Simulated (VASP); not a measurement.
# Ti5Si in VASP: single point with LDA

Aim: the single point of Ti5Si with LDA.

Everything below comes from runs of VASP 6.6.1. Logs are shortened: lines on timing, memory, paths and dates and some standing lists are left out, and cuts for length are marked.

## Step 1: The cell of the first run

The cell holds a slab with vacuum, 6 atoms: a = 2.864 Å, b = 2.864 Å, c = 24.491 Å, α = 90.00°, β = 90.00°, γ = 120.00°.

## Step 2: Single point, LDA

Contents of INCAR:

```
ALGO = Normal
DIPOL = 0.5 0.5 0.395
EDIFF = 1E-6
ENCUT = 520
GGA = CA
IDIPOL = 3
ISIF = 2
ISMEAR = 0
LASPH = True
LCHARG = False
LDIPOL = True
LREAL = False
LWAVE = False
NBANDS = 41
NELM = 60
PREC = Accurate
SIGMA = 0.1
```

Contents of KPOINTS:

```
k-points
0
Gamma
  9 9 1
```

Contents of POSCAR:

```
Ti5Si
1.0
    2.8641158409      0.0000000000      0.0000000000
   -1.4320579204      2.4803970776      0.0000000000
    0.0000000000      0.0000000000     24.4912645050
Ti Si
5 1
Direct
    0.6666666667      0.3333333333      0.1633235393
    0.3333333333      0.6666666667      0.2559152254
    0.6666666667      0.3333333333      0.3495151210
    0.3333333333      0.6666666667      0.4443907924
    0.6666666667      0.3333333333      0.5304448246
    0.6666666667      0.6666666667      0.6249803288
```

Potentials or basis: VASP PAW LDA potentials, release 64 (Ti_sv, Si).

The run is started by

```console
$ cat potpaw_LDA.64/Ti_sv/POTCAR potpaw_LDA.64/Si/POTCAR > POTCAR
$ mpirun -np 1 vasp_std > vasp.out
```

OUTCAR:

```text
EDIFF = 1E-6
   ENCUT = 520
   GGA = CA
   ISIF = 2
   ISMEAR = 0
   LASPH = True
   LREAL = False
   NELM = 60
   PREC = Accurate

 ion  position               nearest neighbor table
   1  0.667  0.333  0.163-   2 2.81   2 2.81   2 2.81
   2  0.333  0.667  0.256-   1 2.81   1 2.81   1 2.81   3 2.83   3 2.83   3 2.83
   3  0.667  0.333  0.350-   2 2.83   2 2.83   2 2.83   4 2.85   4 2.85   4 2.85
   4  0.333  0.667  0.444-   5 2.68   5 2.68   5 2.68   3 2.85   3 2.85   3 2.85
   5  0.667  0.333  0.530-   6 2.50   4 2.68   4 2.68   4 2.68   6 3.00
   6  0.667  0.667  0.625-   5 2.50   5 3.00

  LATTYP: Found a hexagonal cell.
 ALAT       =     2.8641158409
 C/A-ratio  =     8.5510733034

  Lattice vectors:

 A1 = (   2.8641158409,   0.0000000000,   0.0000000000)
 A2 = (  -1.4320579204,   2.4803970776,   0.0000000000)
 A3 = (   0.0000000000,   0.0000000000,  24.4912645050)

Analysis of symmetry for initial positions (statically):
=====================================================================
 Subroutine PRICEL returns:
 Original cell was already a primitive cell.

 Routine SETGRP: Setting up the symmetry group for a
 hexagonal supercell.

 Subroutine GETGRP returns: Found  1 space group operations
 (whereof  1 operations were pure point group operations)
 out of a pool of 24 trial point group operations.

The static configuration has the point symmetry C_1 .

Analysis of symmetry for dynamics (positions and initial velocities):
=====================================================================
 Subroutine PRICEL returns:
 Original cell was already a primitive cell.

 Routine SETGRP: Setting up the symmetry group for a
 hexagonal supercell.

 Subroutine GETGRP returns: Found  1 space group operations
 (whereof  1 operations were pure point group operations)
 out of a pool of 24 trial point group operations.

The dynamic configuration has the point symmetry C_1 .

 Subroutine INISYM returns: Found  1 space group operations
 (whereof  1 operations are pure point group operations),
 and found     1 'primitive' translations

----------------------------------------------------------------------------------------

                                     Primitive cell

  volume of cell :     173.9895

  direct lattice vectors                    reciprocal lattice vectors
     2.864115841  0.000000000  0.000000000     0.349147889  0.201580628  0.000000000
    -1.432057920  2.480397078  0.000000000     0.000000000  0.403161256  0.000000000
     0.000000000  0.000000000 24.491264505     0.000000000  0.000000000  0.040830885

  length of vectors
     2.864115841  2.864115841 24.491264505     0.403161256  0.403161256  0.040830885

  position of ions in fractional coordinates (direct lattice)
     0.666666667  0.333333333  0.163323539
     0.333333333  0.666666667  0.255915225
     0.666666667  0.333333333  0.349515121
     0.333333333  0.666666667  0.444390792
     0.666666667  0.333333333  0.530444825
     0.666666667  0.666666667  0.624980329

  ion indices of the primitive-cell ions
   primitive index   ion index
                 1           1
                 2           2
                 3           3
                 4           4
                 5           5
                 6           6

----------------------------------------------------------------------------------------

 KPOINTS: k-points

Automatic generation of k-mesh.
 Grid dimensions read from file:
 generate k-points for:    9    9    1

 Generating k-lattice:

  Cartesian coordinates                     Fractional coordinates (reciprocal lattice)
     0.038794210  0.022397848  0.000000000     0.111111111 -0.000000000  0.000000000
     0.000000000  0.044795695  0.000000000     0.000000000  0.111111111  0.000000000
     0.000000000  0.000000000  0.040830885     0.000000000  0.000000000  1.000000000

  Length of vectors
     0.044795695  0.044795695  0.040830885

  Shift w.r.t. Gamma in fractional coordinates (k-lattice)
     0.000000000  0.000000000  0.000000000

 Subroutine IBZKPT returns following result:
 ===========================================

 Found     41 irreducible k-points:

 Following reciprocal coordinates:
            Coordinates               Weight
  0.000000  0.000000  0.000000      1.000000
  0.111111 -0.000000  0.000000      2.000000
  0.000000  0.111111  0.000000      2.000000
 -0.111111  0.111111  0.000000      2.000000
  0.222222 -0.000000  0.000000      2.000000
  0.000000  0.222222  0.000000      2.000000
[... 16 lines left out ...]
  0.333333  0.111111  0.000000      2.000000
 -0.111111  0.444444  0.000000      2.000000
 [... further k-points ...]
   k-points           NKPTS =     41   k-points in BZ     NKDIM =     41   number of bands    NBANDS=     41
   number of dos      NEDOS =    301   number of ions     NIONS =      6
   total plane-waves  NPLWV = 110592
   dimension x,y,z NGX =    24 NGY =   24 NGZ =  192
   dimension x,y,z NGXF=    48 NGYF=   48 NGZF=  384
   ions per type =               5   1
   NGX,Y,Z   is equivalent  to a cutoff of  13.93, 13.93, 13.03 a.u.
   NGXF,Y,Z  is equivalent  to a cutoff of  27.86, 27.86, 26.07 a.u.
 SYSTEM =  unknown system
   PREC   = accura    normal or accurate (medium, high low for compatibility)
   ISTART =      0    job   : 0-new  1-cont  2-samecut
   ICHARG =      2    charge: 1-file 2-atom 10-const
   ISPIN  =      1    spin polarized calculation?
   LNONCOLLINEAR =      F non collinear calculations
   LSORBIT =      F    spin-orbit coupling
   LASPH  =      T    aspherical Exc in radial PAW
   ENCUT  =  520.0 eV  38.22 Ry    6.18 a.u.   5.33  5.33 45.54*2*pi/ulx,y,z
   NELM   =     60;   NELMIN=  2; NELMDL= -5     # of ELM steps
   EDIFF  = 0.1E-05   stopping-criterion for ELM
   LREAL  =      F    real-space projection
   EDIFFG = 0.1E-04   stopping-criterion for IOM
   NSW    =      0    number of steps for IOM
   IBRION =     -1    ionic relax: 0-MD 1-quasi-New 2-CG
   NFREE  =      0    steps in history (QN), initial steepest desc. (CG)
   ISIF   =      2    stress and relaxation
   ISYM   =      2    0-nonsym 1-usesym 2-fastsym
   POTIM  = 0.5000    time-step for ionic-motion
   TEBEG  =    0.0;   TEEND  =   0.0 temperature during run
   PSTRESS=    0.0 pullay stress
   NELECT =      64.0000    total number of electrons
   NUPDOWN=      -1.0000    fix difference up-down
   EMIN   =  10.00;   EMAX   =-10.00  energy-range for DOS
   EFERMI =   0.00;   METHOD = LEGACY
   ISMEAR =     0;   SIGMA  =   0.10  broadening in eV -4-tet -1-fermi 0-gaus
   EFERMI_NEDOS =   21; number of points for ismear=-14 and -15
   IALGO  =     38    algorithm
   IMIX   =      4    mixing-type and parameters
     AMIX     =   0.40;   BMIX     =  1.00
     AMIX_MAG =   1.60;   BMIX_MAG =  1.00
  volume/ion in A,a.u.               =      29.00       195.69
  Fermi-wavevector in a.u.,A,eV,Ry     =   1.172989  2.216627 18.720289  1.375902
  Thomas-Fermi vector in A             =   2.309409
   LORBIT       =      0    0 simple, 1 ext, 2 COOP (PROOUT), +10 PAW based schemes
   GGA     = CA    functional components
   LHFCALC =     F    Hartree Fock is set to
   AEXX    =    0.0000 exact exchange contribution
   IVDW    =     0    specifies the selected vdW correction
   LEPSILON=     F    determine dielectric tensor
   LRPA    =     F    only Hartree local field effects (RPA)
 non-spin polarized calculation
 Gauss-broadening in eV      SIGMA  =   0.10
  energy-cutoff  :      520.00
  volume of cell :      173.99
 maximum number of plane-waves:      4747
 NGX is ok and might be reduce to    24
   NGX = 11   NGY = 11   NGZ = 91

 dipolmoment           0.000000      0.000000     -0.003325 electrons x Angstroem

 number of electron      64.0000008 magnetization

 dipolmoment           0.000000      0.000000      0.017578 electrons x Angstroem

 Free energy of the ion-electron system (eV)
  ---------------------------------------------------
  ext. energy  EPLUGINS =         0.00000000
  ---------------------------------------------------
  free energy    TOTEN  =       -46.88776737 eV

  energy without entropy =      -46.84450074  energy(sigma->0) =      -46.86613406

 E-fermi :   2.8012     XC(G=0):  -7.4373

 val. band max:        2.7887414979   @ k =   0.2222   0.3333   0.0000
 cond. band min:       2.8198308158   @ k =   0.2222   0.1111   0.0000
 fundamental gap:      0.0310893179
 Fermi energy:         2.8012236805

 k-point     1 :       0.0000    0.0000    0.0000
  band No.  band energies     occupation
      1     -53.3557      2.00000
      2     -53.1820      2.00000
      3     -53.1425      2.00000
      4     -53.0649      2.00000
      5     -52.9923      2.00000
      6     -30.2441      2.00000
[... 33 lines left out ...]
     40       3.9820      0.00000
     41       4.0276      0.00000

 k-point     2 :       0.1111   -0.0000    0.0000
  band No.  band energies     occupation
      1     -53.3428      2.00000
      2     -53.1652      2.00000
      3     -53.1291      2.00000
      4     -53.0553      2.00000
      5     -52.9853      2.00000
      6     -30.2162      2.00000
[... 33 lines left out ...]
     40       3.9169      0.00000
     41       4.0379      0.00000

 k-point     3 :       0.0000    0.1111    0.0000
  band No.  band energies     occupation
      1     -53.3428      2.00000
      2     -53.1652      2.00000
      3     -53.1291      2.00000
      4     -53.0553      2.00000
      5     -52.9853      2.00000
      6     -30.2162      2.00000
[... 33 lines left out ...]
     40       3.9168      0.00000
     41       4.0390      0.00000

 k-point     4 :      -0.1111    0.1111    0.0000
  band No.  band energies     occupation
      1     -53.3428      2.00000
      2     -53.1652      2.00000
      3     -53.1291      2.00000
      4     -53.0553      2.00000
      5     -52.9853      2.00000
      6     -30.2162      2.00000
[... 825 lines left out ...]
     40       4.4784      0.00000
     41       4.5737      0.00000

 k-point    23 :       0.3333    0.1111    0.0000
  band No.  band energies     occupation
      1     -53.2537      2.00000
      2     -53.0405      2.00000
      3     -53.0269      2.00000
      4     -52.9938      2.00000
      5     -52.9505      2.00000
      6     -30.1813      2.00000
[... 33 lines left out ...]
     40       4.4644      0.00000
     41       4.7259      0.00000

 k-point    24 :      -0.1111    0.4444    0.0000
  band No.  band energies     occupation
      1     -53.2537      2.00000
      2     -53.0405      2.00000
      3     -53.0269      2.00000
      4     -52.9938      2.00000
      5     -52.9505      2.00000
      6     -30.1799      2.00000
[... 33 lines left out ...]
     40       4.5473      0.00000
     41       5.0430      0.00000

 [... further k-points ...]

------------------------ aborting loop because EDIFF is reached ----------------------------------------

 vacuum level on the upper side and lower side of the slab       (xc-potential included)        -0.008        -0.446

  FORCE on cell =-STRESS in cart. coord.  units (eV):
  Direction    XX          YY          ZZ          XY          YZ          ZX
  --------------------------------------------------------------------------------------
  -------------------------------------------------------------------------------------
  Total       -2.9860112     -3.0522808     -0.3862587     -0.3923196      1.1851497     -0.7956015
  in kB      -27.4966014    -28.1068429     -3.5568522     -3.6126645     10.9134183     -7.3262740
  external PRESSURE =     -19.7200988 kB  Pullay stress =       0.0000000 kB

 VOLUME and BASIS-vectors are now :
 -----------------------------------------------------------------------------
  energy-cutoff  :      520.00
  volume of cell :      173.99
      direct lattice vectors                 reciprocal lattice vectors
     2.864115841  0.000000000  0.000000000     0.349147889  0.201580628  0.000000000
    -1.432057920  2.480397078  0.000000000     0.000000000  0.403161256  0.000000000
     0.000000000  0.000000000 24.491264505     0.000000000  0.000000000  0.040830885

 POSITION                                       TOTAL-FORCE (eV/Angst)
 -----------------------------------------------------------------------------------
      1.43206      0.82680      4.00000         0.000423     -0.002866      0.568787
     -0.00000      1.65360      6.26769        -0.005077      0.008539     -0.511873
      1.43206      0.82680      8.56007         0.007561      0.008507      0.051342
     -0.00000      1.65360     10.88369         0.001080      0.056722     -0.718904
      1.43206      0.82680     12.99126         0.337220     -0.664401      0.595865
      0.95471      1.65360     15.30656        -0.341207      0.593499      0.014782
 -----------------------------------------------------------------------------------
    total drift:                                0.000009     -0.000012     -0.000072

  FREE ENERGIE OF THE ION-ELECTRON SYSTEM (eV)
  ---------------------------------------------------
  free  energy   TOTEN  =       -46.8877673737 eV

  energy  without entropy=      -46.8445007394  energy(sigma->0) =      -46.86613406

 vacuum level on the upper side and lower side of the slab         7.752         7.271
```

It took 7.8 min on 1 thread of Intel Xeon Platinum 8488C (Sapphire Rapids), shared host; peak memory 0.39 GiB.

Results:

| Item | Value |
| --- | --- |
| Free energy | -46.8878 eV |
| Largest force | 0.954 eV/Å |
| Band gap on the k mesh | zero (bands 32 and 33 overlap by 0.95 eV) |

Forces on the atoms (eV/Å):
```
Ti   0.000 -0.003  0.569
Ti  -0.005  0.009 -0.512
Ti   0.008  0.009  0.051
Ti   0.001  0.057 -0.719
Ti   0.337 -0.664  0.596
Si  -0.341  0.593  0.015
```
